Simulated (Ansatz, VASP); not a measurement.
**CaO in VASP and in Ansatz**

File POSCAR:

```
CaO
1.0
    0.0000000000      2.5174247605      2.5174247605
    2.5174247605      0.0000000000      2.5174247605
    2.5174247605      2.5174247605      0.0000000000
Ca O
1 1
Direct
    0.0000000000      0.0000000000      0.0000000000
    0.5000000000      0.5000000000      0.5000000000
```

INCAR.step1

```
SYSTEM = CaO
  PREC = Accurate
  ENCUT = 520
  ISMEAR = 0
  SIGMA = 0.01
  LREAL = .False.
  LASPH = .True.
  NELM = 80
  NBANDS = 15
  GGA = PE
  ALGO = Normal
  EDIFF = 1E-4
  LWAVE = .True.
  LCHARG = .False.
```

INCAR.step2

```
SYSTEM = CaO
  PREC = Accurate
  ENCUT = 520
  EDIFF = 1E-7
  ISMEAR = 0
  SIGMA = 0.01
  LREAL = .False.
  LASPH = .True.
  NELM = 80
  ALGO = Normal
  ISIF = 2
  LWAVE = .False.
  LCHARG = .False.
  METAGGA = R2SCAN
  LMIXTAU = .True.
  NBANDS = 15
  ISTART = 1
```

KPOINTS

```
regular mesh
0
Gamma
  10 10 10
  0 0 0
```

Input for Ansatz:

```yaml
crystal:
  lattice:
    - [0.0, 2.5174247605, 2.5174247605]
    - [2.5174247605, 0.0, 2.5174247605]
    - [2.5174247605, 2.5174247605, 0.0]
  atoms:
    - { symbol: Ca, position: [0.0, 0.0, 0.0] }
    - { symbol: O, position: [0.5, 0.5, 0.5] }
kpoints:
  mp_grid: { grid: [10, 10, 10] }
  band_path:
    path:
      - [0.0, 0.0, 0.0]
      - [0.5, 0.0, 0.5]
      - [0.625, 0.25, 0.625]
      - [0.375, 0.375, 0.75]
      - [0.5, 0.5, 0.5]
      - [0.5, 0.25, 0.75]
      - [0.0, 0.5, 0.5]
    npoints: 1
hamiltonian:
  xc: r2scan
scf:
  occupations: { method: fixed }
  n_extra_bands: 4
output:
  forces: true
  stress: true
  eigenvalues: true
```

Change from the starting cell: hydrostatic strain +5.0%.

Alike in both runs: task single point; functional r2SCAN; k mesh 10 × 10 × 10; no spin polarisation.

|  | VASP | Ansatz |
| --- | --- | --- |
| version | VASP 6.6.1 | Ansatz 0.2.0 |
| potentials or method | VASP PAW PBE potentials, release 64 (Ca_sv, O) | plane waves, PAW |
| plane-wave cutoff (eV) | 520 | 500 |
| occupations | gaussian, width 0.01 eV | fixed |
| valence electrons in the cell | 16 | 16 |

|  | VASP | Ansatz | Ansatz less VASP |
| --- | --- | --- | --- |
| gap on the k mesh at the Fermi level (eV) | 4.18 | 4.18 | +0.005 |
| pressure (GPa) | -11.9 | -12.5 | -0.56 |

VASP's potentials were made for PBE, not for r2SCAN.
